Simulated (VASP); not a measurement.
# CaO (I-4m2) in VASP: G0W0 quasiparticle levels with PBE

Aim: the G0W0 quasiparticle levels of CaO with PBE.

All numbers are computed with VASP 6.6.1; they aren't measurements. Logs are shortened: lines on timing, memory, paths and dates and some standing lists are left out, and cuts for length are marked.

### 1 The cell of the first run

It takes space group I-4m2 (No. 119, tetragonal). Conventional cell: a = 3.650 Å, b = 3.650 Å, c = 5.296 Å, α = 90.00°, β = 90.00°, γ = 90.00°. Ca (site symmetry -4m2) has 4 O at 2.25 Å within 3.0 Å. Within 3.0 Å of O (site symmetry -4m2) lie 4 Ca at 2.25 Å.

### 2 G0W0 quasiparticle levels, PBE

The input, POSCAR:

```
CaO
1.0
    0.0000000000      2.5806644242      2.6478721599
    2.5806644242      0.0000000000      2.6478721599
    2.5806644242      2.5806644242      0.0000000000
Ca O
1 1
Direct
    0.0000000000      0.0000000000      0.0000000000
    0.2500000000      0.2500000000      0.2500000000
```

The input, INCAR.step1:

```
PREC = Accurate
ENCUT = 500
EDIFF = 1E-8
ISMEAR = 0
SIGMA = 0.01
LREAL = F
LASPH = T
NELM = 100
ALGO = Normal
LWAVE = T
LCHARG = F
GGA = PE
```

The input, INCAR.step2:

```
PREC = Accurate
ENCUT = 500
EDIFF = 1E-8
ISMEAR = 0
SIGMA = 0.01
LREAL = F
LASPH = T
NELM = 1
ALGO = Exact
LWAVE = T
LCHARG = F
GGA = PE
NBANDS = 155
LOPTICS = T
ISTART = 1
```

The input, INCAR.step3:

```
PREC = Accurate
ENCUT = 500
EDIFF = 1E-8
ISMEAR = 0
SIGMA = 0.01
LREAL = F
LASPH = T
ALGO = EVGW0
LWAVE = F
LCHARG = F
GGA = PE
NELMGW = 1
NBANDS = 155
ENCUTGW = 150.0
NOMEGA = 48
PRECFOCK = Fast
ISTART = 1
NBANDSGW = 16
```

The input, KPOINTS:

```
Automatic mesh
0
Gamma
  6 6 6
```

Potentials or basis: VASP PAW PBE potentials, release 64 (Ca_sv_GW, O_GW).

Command:

```sh
$ cat potpaw_PBE.64/Ca_sv_GW/POTCAR potpaw_PBE.64/O_GW/POTCAR > POTCAR
$ cp INCAR.step1 INCAR
$ mpirun -np 1 vasp_std > vasp.out
$ cp INCAR.step2 INCAR
$ mpirun -np 1 vasp_std > vasp.out
$ cp INCAR.step3 INCAR
$ mpirun -np 1 vasp_std > vasp.out
```

OUTCAR:

```text
PREC = Accurate
   ENCUT = 500
   EDIFF = 1E-8
   ISMEAR = 0
   LREAL = F
   LASPH = T
   GGA = PE
   NELMGW = 1
   ENCUTGW = 150.0
   PRECFOCK = Fast
   ISTART = 1

 ion  position               nearest neighbor table
   1  0.000  0.000  0.000-   2 2.25   2 2.25   2 2.25   2 2.25
   2  0.250  0.250  0.250-   1 2.25   1 2.25   1 2.25   1 2.25

  LATTYP: Found a body centered tetragonal cell.
 ALAT       =     3.6496106286
 C/A-ratio  =     1.4510436478

  Lattice vectors:

 A1 = (  -2.5806644242,   0.0000000000,   2.6478721599)
 A2 = (   2.5806644242,   0.0000000000,   2.6478721599)
 A3 = (   0.0000000000,   2.5806644242,  -2.6478721599)

Analysis of symmetry for initial positions (statically):
=====================================================================
 Subroutine PRICEL returns:
 Original cell was already a primitive cell.

 Routine SETGRP: Setting up the symmetry group for a
 body centered tetragonal supercell.

 Subroutine GETGRP returns: Found  8 space group operations
 (whereof  8 operations were pure point group operations)
 out of a pool of 16 trial point group operations.

The static configuration has the point symmetry D_2d.

Analysis of symmetry for dynamics (positions and initial velocities):
=====================================================================
 Subroutine PRICEL returns:
 Original cell was already a primitive cell.

 Routine SETGRP: Setting up the symmetry group for a
 body centered tetragonal supercell.

 Subroutine GETGRP returns: Found  8 space group operations
 (whereof  8 operations were pure point group operations)
 out of a pool of 16 trial point group operations.

The dynamic configuration has the point symmetry D_2d.

 Subroutine INISYM returns: Found  8 space group operations
 (whereof  8 operations are pure point group operations),
 and found     1 'primitive' translations

----------------------------------------------------------------------------------------

                                     Primitive cell

  volume of cell :      35.2688

  direct lattice vectors                    reciprocal lattice vectors
     0.000000000  2.580664424  2.647872160    -0.193748554  0.193748554  0.188830869
     2.580664424  0.000000000  2.647872160     0.193748554 -0.193748554  0.188830869
     2.580664424  2.580664424  0.000000000     0.193748554  0.193748554 -0.188830869

  length of vectors
     3.697439093  3.697439093  3.649610629     0.332767338  0.332767338  0.332767338

  position of ions in fractional coordinates (direct lattice)
     0.000000000  0.000000000  0.000000000
     0.250000000  0.250000000  0.250000000

  ion indices of the primitive-cell ions
   primitive index   ion index
                 1           1
                 2           2

----------------------------------------------------------------------------------------

 KPOINTS: Automatic mesh

Automatic generation of k-mesh.
 Grid dimensions read from file:
 generate k-points for:    6    6    6

 Generating k-lattice:

  Cartesian coordinates                     Fractional coordinates (reciprocal lattice)
    -0.032291426  0.032291426  0.031471811     0.166666667  0.000000000  0.000000000
     0.032291426 -0.032291426  0.031471811     0.000000000  0.166666667  0.000000000
     0.032291426  0.032291426 -0.031471811    -0.000000000 -0.000000000  0.166666667

  Length of vectors
     0.055461223  0.055461223  0.055461223

  Shift w.r.t. Gamma in fractional coordinates (k-lattice)
     0.000000000  0.000000000  0.000000000

 Subroutine IBZKPT returns following result:
 ===========================================

 Found     30 irreducible k-points:

 Following reciprocal coordinates:
            Coordinates               Weight
  0.000000  0.000000  0.000000      1.000000
  0.166667  0.000000  0.000000      8.000000
  0.333333 -0.000000  0.000000      8.000000
  0.500000 -0.000000  0.000000      4.000000
  0.166667  0.166667  0.000000      2.000000
  0.333333  0.166667  0.000000      8.000000
[... 16 lines left out ...]
  0.333333  0.000000  0.333333      4.000000
  0.500000  0.000000  0.333333     16.000000
 [... further k-points ...]
   k-points           NKPTS =     30   k-points in BZ     NKDIM =    216   number of bands    NBANDS=    155
   number of dos      NEDOS =    301   number of ions     NIONS =      2
   total plane-waves  NPLWV =  21952
   dimension x,y,z NGX =    28 NGY =   28 NGZ =   28
   dimension x,y,z NGXF=    56 NGYF=   56 NGZF=   56
   ions per type =               1   1
   NGX,Y,Z   is equivalent  to a cutoff of  12.59, 12.59, 12.75 a.u.
   NGXF,Y,Z  is equivalent  to a cutoff of  25.18, 25.18, 25.51 a.u.
 SYSTEM =  unknown system
   PREC   = accura    normal or accurate (medium, high low for compatibility)
   ISTART =      1    job   : 0-new  1-cont  2-samecut
   ICHARG =      0    charge: 1-file 2-atom 10-const
   ISPIN  =      1    spin polarized calculation?
   LNONCOLLINEAR =      F non collinear calculations
   LSORBIT =      F    spin-orbit coupling
   LASPH  =      T    aspherical Exc in radial PAW
   ENCUT  =  500.0 eV  36.75 Ry    6.06 a.u.   6.74  6.74  6.65*2*pi/ulx,y,z
   NELM   =     60;   NELMIN=  2; NELMDL=  0     # of ELM steps
   EDIFF  = 0.1E-07   stopping-criterion for ELM
   LREAL  =      F    real-space projection
   EDIFFG = 0.1E-06   stopping-criterion for IOM
   NSW    =      0    number of steps for IOM
   IBRION =     -1    ionic relax: 0-MD 1-quasi-New 2-CG
   NFREE  =      0    steps in history (QN), initial steepest desc. (CG)
   ISIF   =      0    stress and relaxation
   ISYM   =      3    0-nonsym 1-usesym 2-fastsym
   POTIM  = 0.5000    time-step for ionic-motion
   TEBEG  =    0.0;   TEEND  =   0.0 temperature during run
   PSTRESS=    0.0 pullay stress
   NELECT =      16.0000    total number of electrons
   NUPDOWN=      -1.0000    fix difference up-down
   EMIN   =  10.00;   EMAX   =-10.00  energy-range for DOS
   EFERMI =   0.00;   METHOD = LEGACY
   ISMEAR =     0;   SIGMA  =   0.01  broadening in eV -4-tet -1-fermi 0-gaus
   EFERMI_NEDOS =   21; number of points for ismear=-14 and -15
   IALGO  =     38    algorithm
   IMIX   =      4    mixing-type and parameters
     AMIX     =   0.40;   BMIX     =  1.00
     AMIX_MAG =   1.60;   BMIX_MAG =  1.00
  volume/ion in A,a.u.               =      17.63       119.00
  Fermi-wavevector in a.u.,A,eV,Ry     =   1.257915  2.377116 21.529198  1.582351
  Thomas-Fermi vector in A             =   2.391551
   LORBIT       =      0    0 simple, 1 ext, 2 COOP (PROOUT), +10 PAW based schemes
   GGA     = PE    functional components
   LHFCALC =     T    Hartree Fock is set to
   PRECFOCK=fast      Normal, Fast or Accurate (Low or Medium for compatibility)
   ENCUT4O =  -1.0   cutoff for four orbital integrals eV
   NKREDX  =     1    reduce k-point grid by
   NKREDY  =     1    reduce k-point grid by
   NKREDZ  =     1    reduce k-point grid by
   AEXX    =    1.0000 exact exchange contribution
   HFSCREEN=    0.0000 screening length (either q_TF or 0.3 A-1)
   HFSCREENC=   0.0000 screening length for correlation (either q_TF or 0.3 A-1)
   ENCUTFOCK=  -1.0 apply spherical cutoff to Coloumb kernel
   IVDW    =     0    specifies the selected vdW correction
   LEPSILON=     F    determine dielectric tensor
   LRPA    =     F    only Hartree local field effects (RPA)
   LRPAFORCE           =     F    calculate RPA forces
   ENCUTGW             = 150.0    cutoff for response function in eV
   ENCUTGWSOFT         = 120.0    soft cutoff for Coulomb kernel in GW response function in eV
   ENCUTLF             =  -1.0    cutoff for local field effects
   NELMGW              =     1    number of iterations in solving QP/BSE equation
   NELMHF              =     1    number of iterations in the inner HF iteration
   NKREDLFX            =     1    NKREDLFY  =   1   NKREDLFZ  =   1
 non-spin polarized calculation
 Gauss-broadening in eV      SIGMA  =   0.01
  energy-cutoff  :      500.00
  volume of cell :       35.27
 maximum number of plane-waves:       910
  NGX = 16; NGY = 16; NGZ = 16
   NGX = 13   NGY = 13   NGZ = 13
 maximum number of plane-waves:       153

 QP shifts <psi_nk| G(iteration)W_0 |psi_nk>: iteration 1
 for sc-GW calculations column KS-energies equals QP-energies in previous step
 and V_xc(KS)=  KS-energies - (<T + V_ion + V_H > + <T+V_H+V_ion>^1  + <V_x>^1)

 k-point   1 :       0.0000    0.0000    0.0000
  band No.  KS-energies  QP-energies   sigma(KS)   V_xc(KS)     V^pw_x(r,r')   Z            occupation Imag(sigma)

      1     -34.8433     -36.4623     -23.3397     -20.6899     -34.4659       0.6110       2.0000       1.0972
      2     -15.7848     -18.1991     -23.2695     -20.0454     -28.0069       0.7488       2.0000       0.3540
      3     -15.7848     -18.1991     -23.2695     -20.0454     -28.0069       0.7488       2.0000       0.3540
      4     -15.7782     -18.1934     -23.2661     -20.0417     -28.0128       0.7490       2.0000       0.3598
      5     -12.5038     -14.2173     -22.1446     -19.4630     -30.8904       0.6390       2.0000       1.0138
      6       1.6494       0.6481     -19.1227     -17.7292     -23.0505       0.7186       2.0000       0.2701
[... 8 lines left out ...]
     15      18.7385      19.5725      -7.5323      -8.5359      -2.9857       0.8310       0.0000      -0.6001
     16      18.9393      19.7737      -7.5259      -8.5233      -2.9566       0.8366       0.0000      -0.6739

 k-point   2 :       0.1667    0.0000    0.0000
  band No.  KS-energies  QP-energies   sigma(KS)   V_xc(KS)     V^pw_x(r,r')   Z            occupation Imag(sigma)

      1     -34.8319     -36.4524     -23.3473     -20.7030     -34.4747       0.6128       2.0000       1.0942
      2     -15.9869     -18.2948     -22.9657     -19.7898     -28.0311       0.7267       2.0000       0.4317
      3     -15.7961     -18.2131     -23.2557     -20.0275     -28.0012       0.7487       2.0000       0.3612
      4     -15.7961     -18.2131     -23.2557     -20.0275     -28.0012       0.7487       2.0000       0.3612
      5     -12.3062     -14.0601     -22.4406     -19.7282     -30.8859       0.6466       2.0000       0.9620
      6       1.4061       0.3138     -18.1553     -16.6515     -21.9191       0.7264       2.0000       0.2742
[... 8 lines left out ...]
     15      16.5063      17.3436      -7.4741      -8.4827      -3.0286       0.8301       0.0000      -0.5304
     16      19.1745      20.1105      -7.7400      -8.8665      -3.1141       0.8309       0.0000      -0.6302

 k-point   3 :       0.3333   -0.0000    0.0000
  band No.  KS-energies  QP-energies   sigma(KS)   V_xc(KS)     V^pw_x(r,r')   Z            occupation Imag(sigma)

      1     -34.8088     -36.4302     -23.3627     -20.7294     -34.4925       0.6157       2.0000       1.0882
      2     -16.3347     -18.5647     -22.5328     -19.4223     -28.0362       0.7169       2.0000       0.5442
      3     -15.8250     -18.2430     -23.2244     -19.9881     -27.9833       0.7472       2.0000       0.3738
      4     -15.8213     -18.2396     -23.2371     -20.0017     -27.9878       0.7475       2.0000       0.3689
      5     -11.9841     -13.7883     -22.8316     -20.0818     -30.8888       0.6561       2.0000       0.9027
      6       1.2472       0.0395     -17.7050     -16.0431     -21.4640       0.7267       2.0000       0.2790
[... 8 lines left out ...]
     15      14.4430      15.8540      -9.4569     -11.2014      -4.8607       0.8088       0.0000      -0.4250
     16      19.6463      21.0127      -8.9419     -10.6021      -4.0233       0.8230       0.0000      -0.7280

 k-point   4 :       0.5000   -0.0000    0.0000
  band No.  KS-energies  QP-energies   sigma(KS)   V_xc(KS)     V^pw_x(r,r')   Z            occupation Imag(sigma)

      1     -34.7972     -36.4247     -23.3705     -20.7427     -34.5015       0.6194       2.0000       1.0853
      2     -16.4877     -18.6751     -22.3672     -19.2793     -28.0295       0.7084       2.0000       0.5880
      3     -15.8398     -18.2560     -23.2105     -19.9703     -27.9744       0.7457       2.0000       0.3789
      4     -15.8333     -18.2531     -23.2264     -19.9875     -27.9814       0.7471       2.0000       0.3736
      5     -11.8507     -13.6763     -22.9615     -20.1994     -30.8843       0.6610       2.0000       0.8863
      6       1.2914       0.0360     -17.8325     -16.1058     -21.6487       0.7270       2.0000       0.2775
[... 8 lines left out ...]
     15      14.2341      16.3933     -12.2779     -15.0607      -7.2753       0.7759       0.0000      -0.4452
     16      19.6186      21.1051      -9.3681     -11.1737      -4.3723       0.8233       0.0000      -0.7722
[... 344 lines left out ...]
      1     -34.7838     -36.4325     -23.3787     -20.7582     -34.5118       0.6291       2.0000       1.0814
      2     -16.5164     -18.6261     -22.3353     -19.3263     -28.2167       0.7011       2.0000       0.6115
      3     -15.9757     -18.3743     -23.0366     -19.7747     -27.8340       0.7354       2.0000       0.4072
      4     -15.9249     -18.3339     -23.1224     -19.8586     -27.9071       0.7381       2.0000       0.4061
      5     -11.6257     -13.5156     -23.2345     -20.4606     -30.9174       0.6813       2.0000       0.8456
      6       1.1925      -0.0044     -17.8702     -16.2200     -21.7156       0.7253       2.0000       0.2865
[... 8 lines left out ...]
     15      15.4751      17.2010     -10.8175     -13.0248      -5.7629       0.7819       0.0000      -0.5457
     16      16.3562      17.6137      -9.9230     -11.4956      -5.0626       0.7997       0.0000      -0.5939

 k-point  23 :       0.3333    0.0000    0.3333
  band No.  KS-energies  QP-energies   sigma(KS)   V_xc(KS)     V^pw_x(r,r')   Z            occupation Imag(sigma)

      1     -34.7964     -36.4242     -23.3716     -20.7433     -34.5021       0.6193       2.0000       1.0855
      2     -16.3963     -18.5734     -22.4550     -19.3989     -28.1103       0.7124       2.0000       0.5579
      3     -15.9004     -18.3098     -23.1489     -19.8956     -27.9243       0.7406       2.0000       0.3935
      4     -15.8787     -18.2903     -23.1612     -19.9089     -27.9414       0.7415       2.0000       0.3955
      5     -11.8329     -13.6591     -23.0182     -20.2587     -30.9098       0.6618       2.0000       0.8725
      6       0.9207      -0.2788     -17.3167     -15.6600     -21.1042       0.7240       2.0000       0.3006
[... 8 lines left out ...]
     15      17.6272      19.3347      -9.4690     -11.6203      -4.3983       0.7937       0.0000      -0.7075
     16      17.6607      18.6934      -8.7915     -10.0477      -4.0826       0.8221       0.0000      -0.6575

 k-point  24 :       0.5000    0.0000    0.3333
  band No.  KS-energies  QP-energies   sigma(KS)   V_xc(KS)     V^pw_x(r,r')   Z            occupation Imag(sigma)

      1     -34.7850     -36.4302     -23.3793     -20.7566     -34.5112       0.6273       2.0000       1.0828
      2     -16.4986     -18.6341     -22.3567     -19.3283     -28.1525       0.7051       2.0000       0.5920
      3     -15.9562     -18.3601     -23.0701     -19.8080     -27.8680       0.7369       2.0000       0.4089
      4     -15.9016     -18.3131     -23.1415     -19.8848     -27.9259       0.7405       2.0000       0.4004
      5     -11.6979     -13.5605     -23.1558     -20.3871     -30.9150       0.6727       2.0000       0.8551
      6       1.0464      -0.1596     -17.5844     -15.9211     -21.4156       0.7251       2.0000       0.2949
[... 8 lines left out ...]
     15      15.8763      17.4573     -10.4806     -12.4790      -5.5748       0.7911       0.0000      -0.5734
     16      16.9208      18.5416     -10.6323     -12.6795      -5.5503       0.7917       0.0000      -0.6365

 [... further k-points ...]
```

It took 41 min on 1 thread of Intel Xeon 8259CL, shared host; peak memory 0.93 GiB.

What came out:

```
Quasiparticle gap                                   : 4.74 eV
Least direct quasiparticle gap                      : 5.35 eV
Band gap of the starting levels on the mesh         : 3.34 eV
Least direct gap of the starting levels on the mesh : 3.97 eV
```

Caveat: bands, screening cutoff and mesh are small and nothing is extrapolated, so the quasiparticle values aren't converged.
